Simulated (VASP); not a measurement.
# SiMo3 (Pmmm) in VASP: single point with PBE

Aim: the single point of SiMo3 with PBE.

Everything below comes from runs of VASP 6.6.1. Logs are shortened: lines on timing, memory, paths and dates and some standing lists are left out, and cuts for length are marked.

### Step 1. The cell of the first run

Symmetry: Pmmm, No. 47, orthorhombic system. Conventional cell: a = 4.906 Å, b = 4.906 Å, c = 4.906 Å, α = 90.00°, β = 90.00°, γ = 90.00°. Within 3.5 Å of Si (site symmetry mmm) lie 12 Mo at 2.69 to 2.87 Å. Si (site symmetry mmm) has 12 Mo at 2.64 to 2.80 Å within 3.5 Å. Mo (site symmetry 2mm) has 10 Mo at 2.19 to 3.01 Å and 4 Si at 2.69 to 2.80 Å within 3.1 Å. Mo (site symmetry m2m) has 10 Mo at 2.19 to 3.17 Å and 4 Si at 2.69 to 2.80 Å within 3.2 Å. Within 2.7 Å of Mo (site symmetry mm2) lie 1 Mo at 1.93 Å and 2 Si at 2.64 Å.

### Step 2. Single point, PBE (atoms displaced along a vibrational mode)

Input file INCAR:

```
SYSTEM = SiMo3
ALGO     = Fast           ! electronic algorithm
EDIFF    = 1E-6           ! SCF threshold, eV
ENCUT    = 520            ! plane-wave cutoff, eV
GGA      = PE             ! functional
ISIF     = 2              ! what is computed and relaxed
ISMEAR   = 0              ! smearing method
LASPH    = .True.         ! aspherical terms in the spheres
LCHARG   = .True.         ! write CHGCAR
LELF     = .True.         ! ELF
LREAL    = .False.        ! projectors in reciprocal space
LVHAR    = .True.       
LWAVE    = .False.        ! write WAVECAR
NBANDS   = 56             ! bands
NELM     = 80             ! most SCF steps
PREC     = Accurate       ! precision mode
SIGMA    = 0.15           ! smearing width, eV
```

Input file KPOINTS:

```
k-points
0
Gamma
  8 8 8
  0 0 0
```

Input file POSCAR:

```
SiMo3
1.0
    4.9064535172      0.0000000000      0.0000000000
    0.0000000000      4.9064535172      0.0000000000
    0.0000000000      0.0000000000      4.9064535172
Si Mo
2 6
Direct
    0.0000000000      0.0000000000      0.0000000000
    0.5000000000      0.5000000000      0.5000000000
    0.2232495173      0.0000000000      0.5000000000
    0.5000000000      0.7767504827      0.0000000000
    0.7767504827      0.0000000000      0.5000000000
    0.5000000000      0.2232495173      0.0000000000
    0.0000000000      0.5000000000      0.6964990346
    0.0000000000      0.5000000000      0.3035009654
```

Potentials or basis: VASP PAW PBE potentials, release 64 (Si, Mo_sv).

Launch:

```console
cat potpaw_PBE.64/Si/POTCAR potpaw_PBE.64/Mo_sv/POTCAR > POTCAR
mpirun -np 1 vasp_std > vasp.out
```

OUTCAR:

```text
SYSTEM = SiMo3
   EDIFF = 1E-6
   ENCUT = 520
   GGA = PE
   ISIF = 2
   ISMEAR = 0
   LASPH = .True.
   LREAL = .False.
   NELM = 80
   PREC = Accurate

 ion  position               nearest neighbor table
   1  0.000  0.000  0.000-   3 2.69   4 2.69   5 2.69   6 2.69   3 2.69   5 2.69   4 2.69   6 2.69
                             7 2.87   8 2.87   7 2.87   8 2.87
   2  0.500  0.500  0.500-   7 2.64   8 2.64   7 2.64   8 2.64   3 2.80   4 2.80   4 2.80   6 2.80
                             3 2.80   5 2.80   5 2.80   6 2.80
   3  0.223  0.000  0.500-   5 2.19   1 2.69   1 2.69   5 2.72   2 2.80   2 2.80   7 2.85   8 2.85
                             7 2.85   8 2.85   6 3.01   6 3.01   4 3.01   4 3.01
   4  0.500  0.777  0.000-   6 2.19   1 2.69   1 2.69   6 2.72   2 2.80   2 2.80   3 3.01   5 3.01
                             3 3.01   5 3.01   8 3.17   7 3.17   7 3.17   8 3.17
   5  0.777  0.000  0.500-   3 2.19   1 2.69   1 2.69   3 2.72   2 2.80   2 2.80   8 2.85   7 2.85
                             8 2.85   7 2.85   6 3.01   4 3.01   4 3.01   6 3.01
   6  0.500  0.223  0.000-   4 2.19   1 2.69   1 2.69   4 2.72   2 2.80   2 2.80   3 3.01   3 3.01
                             5 3.01   5 3.01   7 3.17   8 3.17   7 3.17   8 3.17
   7  0.000  0.500  0.696-   8 1.93   2 2.64   2 2.64   3 2.85   3 2.85   5 2.85   5 2.85   1 2.87
                             1 2.87   8 2.98   6 3.17   4 3.17   4 3.17   6 3.17
   8  0.000  0.500  0.304-   7 1.93   2 2.64   2 2.64   3 2.85   3 2.85   5 2.85   5 2.85   1 2.87
                             1 2.87   7 2.98   4 3.17   6 3.17   4 3.17   6 3.17

  LATTYP: Found a simple cubic cell.
 ALAT       =     4.9064535172

  Lattice vectors:

 A1 = (   4.9064535172,   0.0000000000,   0.0000000000)
 A2 = (   0.0000000000,   4.9064535172,   0.0000000000)
 A3 = (   0.0000000000,   0.0000000000,   4.9064535172)

Analysis of symmetry for initial positions (statically):
=====================================================================
 Subroutine PRICEL returns:
 Original cell was already a primitive cell.

 Routine SETGRP: Setting up the symmetry group for a
 simple cubic supercell.

 Subroutine GETGRP returns: Found  8 space group operations
 (whereof  8 operations were pure point group operations)
 out of a pool of 48 trial point group operations.

The static configuration has the point symmetry D_2h.

Analysis of symmetry for dynamics (positions and initial velocities):
=====================================================================
 Subroutine PRICEL returns:
 Original cell was already a primitive cell.

 Routine SETGRP: Setting up the symmetry group for a
 simple cubic supercell.

 Subroutine GETGRP returns: Found  8 space group operations
 (whereof  8 operations were pure point group operations)
 out of a pool of 48 trial point group operations.

The dynamic configuration has the point symmetry D_2h.

 Subroutine INISYM returns: Found  8 space group operations
 (whereof  8 operations are pure point group operations),
 and found     1 'primitive' translations

----------------------------------------------------------------------------------------

                                     Primitive cell

  volume of cell :     118.1145

  direct lattice vectors                    reciprocal lattice vectors
     4.906453517  0.000000000  0.000000000     0.203813202  0.000000000  0.000000000
     0.000000000  4.906453517  0.000000000     0.000000000  0.203813202  0.000000000
     0.000000000  0.000000000  4.906453517     0.000000000  0.000000000  0.203813202

  length of vectors
     4.906453517  4.906453517  4.906453517     0.203813202  0.203813202  0.203813202

  position of ions in fractional coordinates (direct lattice)
     0.000000000  0.000000000  0.000000000
     0.500000000  0.500000000  0.500000000
     0.223249517  0.000000000  0.500000000
     0.500000000  0.776750483  0.000000000
     0.776750483  0.000000000  0.500000000
     0.500000000  0.223249517  0.000000000
     0.000000000  0.500000000  0.696499035
     0.000000000  0.500000000  0.303500965

  ion indices of the primitive-cell ions
   primitive index   ion index
                 1           1
                 2           2
                 3           3
                 4           4
                 5           5
                 6           6
                 7           7
                 8           8

----------------------------------------------------------------------------------------

 KPOINTS: k-points

Automatic generation of k-mesh.
 Grid dimensions read from file:
 generate k-points for:    8    8    8

 Generating k-lattice:

  Cartesian coordinates                     Fractional coordinates (reciprocal lattice)
     0.025476650  0.000000000  0.000000000     0.125000000  0.000000000  0.000000000
     0.000000000  0.025476650  0.000000000     0.000000000  0.125000000  0.000000000
     0.000000000  0.000000000  0.025476650     0.000000000  0.000000000  0.125000000

  Length of vectors
     0.025476650  0.025476650  0.025476650

  Shift w.r.t. Gamma in fractional coordinates (k-lattice)
     0.000000000  0.000000000  0.000000000

 Subroutine IBZKPT returns following result:
 ===========================================

 Found    125 irreducible k-points:

 Following reciprocal coordinates:
            Coordinates               Weight
  0.000000  0.000000  0.000000      1.000000
  0.125000  0.000000  0.000000      2.000000
  0.000000  0.125000  0.000000      2.000000
  0.000000  0.000000  0.125000      2.000000
  0.250000  0.000000  0.000000      2.000000
  0.000000  0.250000  0.000000      2.000000
[... 16 lines left out ...]
  0.375000  0.125000  0.000000      4.000000
  0.000000  0.375000  0.125000      4.000000
 [... further k-points ...]
   k-points           NKPTS =    125   k-points in BZ     NKDIM =    125   number of bands    NBANDS=     56
   number of dos      NEDOS =    301   number of ions     NIONS =      8
   total plane-waves  NPLWV =  46656
   dimension x,y,z NGX =    36 NGY =   36 NGZ =   36
   dimension x,y,z NGXF=    72 NGYF=   72 NGZF=   72
   ions per type =               2   6
   NGX,Y,Z   is equivalent  to a cutoff of  12.20, 12.20, 12.20 a.u.
   NGXF,Y,Z  is equivalent  to a cutoff of  24.40, 24.40, 24.40 a.u.
 SYSTEM =  SiMo3
   PREC   = accura    normal or accurate (medium, high low for compatibility)
   ISTART =      0    job   : 0-new  1-cont  2-samecut
   ICHARG =      2    charge: 1-file 2-atom 10-const
   ISPIN  =      1    spin polarized calculation?
   LNONCOLLINEAR =      F non collinear calculations
   LSORBIT =      F    spin-orbit coupling
   LASPH  =      T    aspherical Exc in radial PAW
   ENCUT  =  520.0 eV  38.22 Ry    6.18 a.u.   9.12  9.12  9.12*2*pi/ulx,y,z
   NELM   =     80;   NELMIN=  2; NELMDL= -5     # of ELM steps
   EDIFF  = 0.1E-05   stopping-criterion for ELM
   LREAL  =      F    real-space projection
   EDIFFG = 0.1E-04   stopping-criterion for IOM
   NSW    =      0    number of steps for IOM
   IBRION =     -1    ionic relax: 0-MD 1-quasi-New 2-CG
   NFREE  =      0    steps in history (QN), initial steepest desc. (CG)
   ISIF   =      2    stress and relaxation
   ISYM   =      2    0-nonsym 1-usesym 2-fastsym
   POTIM  = 0.5000    time-step for ionic-motion
   TEBEG  =    0.0;   TEEND  =   0.0 temperature during run
   PSTRESS=    0.0 pullay stress
   NELECT =      92.0000    total number of electrons
   NUPDOWN=      -1.0000    fix difference up-down
   EMIN   =  10.00;   EMAX   =-10.00  energy-range for DOS
   EFERMI =   0.00;   METHOD = LEGACY
   ISMEAR =     0;   SIGMA  =   0.15  broadening in eV -4-tet -1-fermi 0-gaus
   EFERMI_NEDOS =   21; number of points for ismear=-14 and -15
   IALGO  =     68    algorithm
   IMIX   =      4    mixing-type and parameters
     AMIX     =   0.40;   BMIX     =  1.00
     AMIX_MAG =   1.60;   BMIX_MAG =  1.00
  volume/ion in A,a.u.               =      14.76        99.63
  Fermi-wavevector in a.u.,A,eV,Ry     =   1.506271  2.846439 30.869606  2.268852
  Thomas-Fermi vector in A             =   2.617010
   LORBIT       =      0    0 simple, 1 ext, 2 COOP (PROOUT), +10 PAW based schemes
   GGA     = PE    functional components
   LHFCALC =     F    Hartree Fock is set to
   AEXX    =    0.0000 exact exchange contribution
   IVDW    =     0    specifies the selected vdW correction
   LEPSILON=     F    determine dielectric tensor
   LRPA    =     F    only Hartree local field effects (RPA)
 non-spin polarized calculation
 RMM-DIIS sequential band-by-band and
 Gauss-broadening in eV      SIGMA  =   0.15
  energy-cutoff  :      520.00
  volume of cell :      118.11
 maximum number of plane-waves:      3197
   NGX = 19   NGY = 19   NGZ = 19

 number of electron      91.9999976 magnetization

 Free energy of the ion-electron system (eV)
  ---------------------------------------------------
  ext. energy  EPLUGINS =         0.00000000
  ---------------------------------------------------
  free energy    TOTEN  =       -75.00971248 eV

  energy without entropy =      -74.97003905  energy(sigma->0) =      -74.98987577

 E-fermi :  12.4925     XC(G=0): -12.9744

 val. band max:       12.4921477549   @ k =   0.3750   0.2500   0.5000
 cond. band min:      12.4965691084   @ k =   0.5000   0.0000   0.3750
 fundamental gap:      0.0044213535
 Fermi energy:        12.4925440882

 k-point     1 :       0.0000    0.0000    0.0000
  band No.  band energies     occupation
      1     -49.3264      2.00000
      2     -48.7000      2.00000
      3     -48.5956      2.00000
      4     -48.0901      2.00000
      5     -48.0125      2.00000
      6     -47.6506      2.00000
[... 48 lines left out ...]
     55      15.8315      0.00000
     56      15.9574      0.00000

 k-point     2 :       0.1250    0.0000    0.0000
  band No.  band energies     occupation
      1     -49.3262      2.00000
      2     -48.6982      2.00000
      3     -48.5905      2.00000
      4     -48.0901      2.00000
      5     -48.0205      2.00000
      6     -47.6506      2.00000
[... 48 lines left out ...]
     55      15.6805      0.00000
     56      15.9325      0.00000
[... 1237 lines left out ...]
     55      15.2897      0.00000
     56      16.0696      0.00000

 k-point    24 :       0.0000    0.3750    0.1250
  band No.  band energies     occupation
      1     -49.3180      2.00000
      2     -48.6639      2.00000
      3     -48.5929      2.00000
      4     -48.1421      2.00000
      5     -48.0124      2.00000
      6     -47.6536      2.00000
[... 48 lines left out ...]
     55      15.6568      0.00000
     56      16.1055      0.00000

 [... further k-points ...]
[... 5 lines left out ...]
  --------------------------------------------------------------------------------------
  -------------------------------------------------------------------------------------
  Total       10.0566520     14.1311079     20.3901869      0.0000000      0.0000000      0.0000000
  in kB      136.4146260    191.6830576    276.5850636      0.0000000      0.0000000      0.0000000
  external PRESSURE =     201.5609158 kB  Pullay stress =       0.0000000 kB

 VOLUME and BASIS-vectors are now :
 -----------------------------------------------------------------------------
  energy-cutoff  :      520.00
  volume of cell :      118.11
      direct lattice vectors                 reciprocal lattice vectors
     4.906453517  0.000000000  0.000000000     0.203813202  0.000000000  0.000000000
     0.000000000  4.906453517  0.000000000     0.000000000  0.203813202  0.000000000
     0.000000000  0.000000000  4.906453517     0.000000000  0.000000000  0.203813202

 POSITION                                       TOTAL-FORCE (eV/Angst)
 -----------------------------------------------------------------------------------
      0.00000      0.00000      0.00000         0.000000      0.000000      0.000000
      2.45323      2.45323      2.45323         0.000000      0.000000      0.000000
      1.09536      0.00000      2.45323         4.913042      0.000000      0.000000
      2.45323      3.81109      0.00000         0.000000     -4.092404      0.000000
      3.81109      0.00000      2.45323        -4.913042      0.000000     -0.000000
      2.45323      1.09536      0.00000         0.000000      4.092404      0.000000
      0.00000      2.45323      3.41734         0.000000      0.000000     13.800853
      0.00000      2.45323      1.48911        -0.000000      0.000000    -13.800853
 -----------------------------------------------------------------------------------
    total drift:                                0.000000      0.000000     -0.000000

  FREE ENERGIE OF THE ION-ELECTRON SYSTEM (eV)
  ---------------------------------------------------
  free  energy   TOTEN  =       -75.0097124816 eV

  energy  without entropy=      -74.9700390488  energy(sigma->0) =      -74.98987577
```

Run time: 6.1 min. Hardware: 1 thread of Intel Xeon 6975P-C (Granite Rapids), shared host; peak memory 0.61 GiB.

Results:

```yaml
Free_energy: -75.0097 eV
Pressure: 20.2 GPa
Largest_force: 13.801 eV/Å
Band_gap_on_the_k_mesh: zero (bands 46 and 47 overlap by 1.59 eV)
```

Forces on the atoms (eV/Å):
```
Si    0.000   0.000   0.000
Si    0.000   0.000   0.000
Mo    4.913   0.000   0.000
Mo    0.000  -4.092   0.000
Mo   -4.913   0.000   0.000
Mo    0.000   4.092   0.000
Mo    0.000   0.000  13.801
Mo    0.000   0.000 -13.801
```

Stress tensor (GPa, compression positive):
```
13.64  0.00  0.00
 0.00 19.17  0.00
 0.00  0.00 27.66
```

Caveat: the cell differs from its parent crystal (atoms displaced along a vibrational mode); atoms lie so close that the PAW spheres overlap strongly, which falsifies energies and pressures; the cell stands under pressure; forces of over 1 eV/Å act on the atoms, so gaps and moduli don't describe the material at rest.
